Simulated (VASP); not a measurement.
A run of VASP 6.6.1 is set up as follows.

The input INCAR:

```
SYSTEM = B6N
  ALGO = Normal
  EDIFF = 1E-6
  ENCUT = 600
  GGA = PE
  GGA_COMPAT = .FALSE.
  ISIF = 2
  ISMEAR = 0
  LASPH = .TRUE.
  LCHARG = .FALSE.
  LREAL = .FALSE.
  LWAVE = .FALSE.
  NBANDS = 20
  NELM = 120
  PREC = Accurate
  SIGMA = 0.2
```

The input KPOINTS:

```
k-points
0
G
  5 5 4
  0 0 0
```

POSCAR

```
B6N
1.0
    3.6044067531      0.0000000000      0.0000000000
   -1.8022033766      3.1215078138      0.0000000000
    0.0000000000      0.0000000000      3.9226485747
B N
6 1
Direct
    0.3543891719      0.3543891719      0.1894809988
    0.0000000000      0.6456108281      0.1894809988
    0.6456108281      0.0000000000      0.1894809988
    0.0000000000      0.3543891719      0.8105190012
    0.3543891719      0.0000000000      0.8105190012
    0.6456108281      0.6456108281      0.8105190012
    0.0000000000      0.0000000000      0.5000000000
```

Potentials or basis: VASP PAW PBE potentials, release 64 (B, N).

Launch:

```sh
$ cat potpaw_PBE.64/B/POTCAR potpaw_PBE.64/N/POTCAR > POTCAR
$ mpirun -np 1 vasp_std > vasp.out
```

(1) What does it give for the band gap on the k mesh?

(2) Predict the pressure.

(3) Estimate the largest force.

Answers

(1) zero (an odd number of electrons rules out a gap without spin polarisation).

(2) -0.6 GPa.

(3) 0.018 eV/Å.

Caveat: the k points lie up to 0.40 Å⁻¹ apart, too coarse for converged energies and pressures of a metal.
